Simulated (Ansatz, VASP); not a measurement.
Two plane-wave programs on C

INCAR

```
PREC = Accurate ; ENCUT = 520
EDIFF = 1E-7 ; ISMEAR = 0
SIGMA = 0.03 ; LREAL = F
LASPH = T ; NELM = 100
ALGO = Normal ; ISIF = 2
LWAVE = F ; LCHARG = F
GGA = PS ; IVDW = 12
NBANDS = 11
```

KPOINTS

```
Automatic mesh
0
Gamma
  18 18 18
```

The input POSCAR:

```
C
1.0
    0.0000000000      2.1138771810      3.7283314280
    1.2212553402      0.0000000000      3.7283314280
    1.2212553402      2.1138771810      0.0000000000
C
2
Direct
    0.1667066167      0.8332933833      0.1667066167
    0.8332933833      0.1667066167      0.8332933833
```

Input for Ansatz:

```yaml
crystal:
  lattice:
    - [0.0, 2.113877181, 3.728331428]
    - [1.2212553402, 0.0, 3.728331428]
    - [1.2212553402, 2.113877181, 0.0]
  atoms:
    - { symbol: C, position: [0.1667066167, 0.8332933833, 0.1667066167] }
    - { symbol: C, position: [0.8332933833, 0.1667066167, 0.8332933833] }
basis:
  ecutwfc: 520.0
kpoints:
  mp_grid: { grid: [18, 18, 18] }
hamiltonian:
  xc: pbesol
  pseudopotentials: { kind: paw, azcp: { folder: soft_1 } }
  dispersion: d3bj
scf:
  occupations: { method: gaussian, width: 0.03 }
output:
  forces: true
  stress: true
  eigenvalues: true
```

Change from the starting cell: volume 9.625 Å^3 an atom, stretch along c over the lengths across it, relative to the relaxed cell 1.1290.

Alike in both runs: task single point; functional PBEsol; dispersion D3(BJ); k mesh 18 × 18 × 18; occupations gaussian, width 0.03 eV; no spin polarisation.

```csv
,VASP,Ansatz
version,VASP 6.6.1,Ansatz 0.2.0
potentials or method,"VASP PAW PBE potentials, release 64 (C), cutoff 520 eV","scalar-relativistic, plane waves, PAW"
valence electrons in the cell,8,8
```

Ansatz gave:

| Property | Result |
| --- | --- |
| gap on the k mesh at the Fermi level (eV) | 0.04 |
| least direct gap on the mesh (eV) | 0.08 |
| pressure (GPa) | 4.9 |
| traceless stress, the component that is largest in VASP (GPa) | -6.84 |
| rms of the force components (eV/Å) | 0.004 |

Task: What did VASP give for the same quantities?

Result: gap on the k mesh at the Fermi level (eV): 0.04; least direct gap on the mesh (eV): 0.08; pressure (GPa): 5.6; traceless stress, the component that is largest in VASP (GPa): -7.59; rms of the force components (eV/Å): 0.004.

VASP's potentials were made for PBE, not for PBEsol, and Ansatz warns of the same on its side. Atom by atom the forces differ by 0.000 eV/Å (rms over components).
